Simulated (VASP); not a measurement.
A run of VASP 6.6.1:

File INCAR:

```
  PREC = Accurate
  ENCUT = 520
  EDIFF = 1E-6
  ISMEAR = -1
  SIGMA = 0.05
  LREAL = F
  LASPH = T
  NELM = 100
  ALGO = Fast
  ISIF = 2
  LWAVE = F
  LCHARG = T
  GGA = CA
  LELF = T
  LVHAR = T
  NBANDS = 25
```

KPOINTS

```
regular mesh
0
Gamma
  12 12 4
```

File POSCAR:

```
Zn
1.0
    2.2218679943     -1.2817756984      0.0000000000
    2.2218679943      1.2817756984      0.0000000000
   -1.5592234140      0.0000000000      7.1513784527
Zn
3
Direct
    0.7780178600      0.7780178600      0.3345049800
    0.2219821400      0.2219821400      0.6654950200
    0.0000000000      0.0000000000      0.0000000000
```

Potentials or basis: VASP PAW LDA potentials, release 64 (Zn).

The run is started by

```console
$ cat potpaw_LDA.64/Zn/POTCAR > POTCAR
$ mpirun -np 1 vasp_std > vasp.out
```

Hardware: 1 thread of AMD EPYC 9R45 96-Core Processor (Zen 5) (shared host).

**Question.** How long does it take, and how much memory?

**Answer.** Wall time 81 s on 1 thread of AMD EPYC 9R45 96-Core Processor (Zen 5), on a shared host, peak memory 0.19 GiB. Counts: scf iterations 12, k points 164.
